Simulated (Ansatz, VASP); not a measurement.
One calculation of ScF3, two programs

The input INCAR:

```
SYSTEM = ScF3
PREC     = Accurate       ! precision mode
ENCUT    = 520            ! plane-wave cutoff, eV
EDIFF    = 1E-8           ! SCF threshold, eV
ISMEAR   = -1             ! smearing method
SIGMA    = 0.02           ! smearing width, eV
LREAL    = .False.        ! projectors in reciprocal space
LASPH    = .True.         ! aspherical terms in the spheres
NELM     = 60             ! most SCF steps
ALGO     = Normal         ! electronic algorithm
ISIF     = 2              ! what is computed and relaxed
LWAVE    = .False.        ! write WAVECAR
LCHARG   = .False.        ! write CHGCAR
LEFG     = .True.       
NBANDS   = 24             ! bands
```

KPOINTS

```
Automatic mesh
0
Gamma
  6 6 6
  0 0 0
```

The input POSCAR:

```
ScF3
1.0
    3.9582210551      0.0000000000      0.0000000000
    0.0000000000      3.9582210551      0.0000000000
    0.0000000000      0.0000000000      3.9582210551
Sc F
1 3
Direct
    0.0000000000      0.0000000000      0.0000000000
    0.5000000000      0.0000000000      0.0000000000
    0.0000000000      0.5000000000      0.0000000000
    0.0000000000      0.0000000000      0.5000000000
```

Input for Ansatz:

```yaml
crystal:
  lattice:
    - [3.9582210551, 0.0, 0.0]
    - [0.0, 3.9582210551, 0.0]
    - [0.0, 0.0, 3.9582210551]
  atoms:
    - { symbol: Sc, position: [0.0, 0.0, 0.0] }
    - { symbol: F, position: [0.5, 0.0, 0.0] }
    - { symbol: F, position: [0.0, 0.5, 0.0] }
    - { symbol: F, position: [0.0, 0.0, 0.5] }
kpoints:
  mp_grid: { grid: [6, 6, 6] }
scf:
  occupations: { method: fermi_dirac, width: 0.02 }
hamiltonian:
  xc: lda
  pseudopotentials: { kind: paw }
output:
  forces: true
  stress: true
  eigenvalues: true
  efg: { contact_densities: true }
  write_density: true
  write_potential: true
  elf: true
  volumetric_format: npy
```

Change from the starting cell: volume scaled by 0.96, PAW files.

Alike in both runs: task electric field gradients; functional LDA; k mesh 6 × 6 × 6; occupations fermi-dirac, width 0.02 eV; no spin polarisation.

```csv
,VASP,Ansatz
version,VASP 6.6.1,Ansatz 0.2.0
potentials or method,"VASP PAW LDA potentials, release 64 (Sc_sv, F)","PAW with Ansatz's default frozen-core files, scalar-relativistic"
plane-wave cutoff (eV),520,420
valence electrons in the cell,32,32
```

Ansatz gave:

```
gap on the k mesh at the Fermi level (eV)            : 6.42
pressure (GPa)                                       : 1.2
size of Vzz on the site where it differs most (V/Å²) : 51.1
```

Problem. What did VASP give for the same quantities?

Solution. gap on the k mesh at the Fermi level (eV): 6.39; pressure (GPa): 2.0; size of Vzz on the site where it differs most (V/Å²): 49.1.

LDA's correlation is that of Perdew and Zunger in VASP and of Perdew and Wang (1992) in Ansatz.
